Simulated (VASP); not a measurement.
A run of VASP 6.6.1:

Contents of INCAR:

```
PREC = Accurate
ENCUT = 500
EDIFF = 1E-7
ISMEAR = -1
SIGMA = 0.05
LREAL = False
LASPH = True
NELM = 120
ALGO = Normal
ISIF = 3
LWAVE = False
LCHARG = False
GGA = PS
IBRION = 2
NSW = 80
EDIFFG = -0.03
GGA_COMPAT = False
NELMIN = 4
```

File KPOINTS:

```
regular mesh
0
Gamma
  6 6 6
```

The input POSCAR:

```
I
1.0
    0.0000000000      3.4950000000      3.4950000000
    3.4950000000      0.0000000000      3.4950000000
    3.4950000000      3.4950000000      0.0000000000
I
2
Direct
    1.0000000000      1.0000000000      1.0000000000
    0.2500000000      0.2500000000      0.2500000000
```

Potentials or basis: VASP PAW PBE potentials, release 64 (I).

The run is started by

```console
$ cat potpaw_PBE.64/I/POTCAR > POTCAR
$ mpirun -np 1 vasp_std > vasp.out
```

Hardware: 1 thread of AMD EPYC 7R43 64-Core Processor (Zen 3), with other jobs on the host.

Q: How long does it take, and how much memory?

A: It took 42 s on 1 thread of AMD EPYC 7R43 64-Core Processor (Zen 3) (shared host), peak memory 0.17 GiB. Counts: scf iterations 24, k points 16, ion steps 2.
